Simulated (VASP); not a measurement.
**Ir: single point with PBE+D4**

Ir, a slab with vacuum:

```
Ir
1.0
     2.70907    0.00000    0.00000
     1.35453    2.34612    0.00000
     0.00000    0.00000   16.42389
Ir
3
Cartesian
  0.0000 0.0000 6.0000
  1.3545 0.7820 8.2119
  2.7091 1.5641 10.4239
```

```
Program                : VASP 6.6.1
Task                   : single point
Functional             : PBE
Dispersion             : D4
Potentials or basis    : VASP PAW PBE potentials, release 64 (Ir)
Cutoff                 : 400 eV
k mesh                 : 8 × 8 × 1
Occupations            : gaussian, width 0.1 eV
Spin                   : no spin polarisation
Dipole correction      : yes
Further INCAR settings : ALGO = Normal; EDIFF = 1e-06; NBANDS = 20; NELMDL = -8
```

- Largest force: 0.436 eV/Å
- Dispersion energy per atom: -0.668 eV

Forces in eV/Å, atoms in the order of the input:
```
Ir   0.000  0.000  0.436
Ir   0.000  0.000  0.000
Ir   0.000  0.000 -0.436
```

Levels at points of the mesh, in eV from the Fermi level:
| k point | band 11 | band 12 | band 13 | band 14 | band 15 | band 16 |
| --- | --- | --- | --- | --- | --- | --- |
| (0.00, 0.00, 0.00) | -2.97 | -1.20 | -1.09 | -1.09 | -0.32 | -0.32 |
| (0.50, 0.00, 0.00) | 0.31 | 0.46 | 0.99 | 1.05 | 1.51 | 1.58 |

It took 40 s on 1 thread of AMD EPYC 7R43 64-Core Processor (Zen 3), with other jobs on the host, peak memory 0.15 GiB.

Caveat: spin-orbit coupling is left out, which moves the levels of the heavy elements.
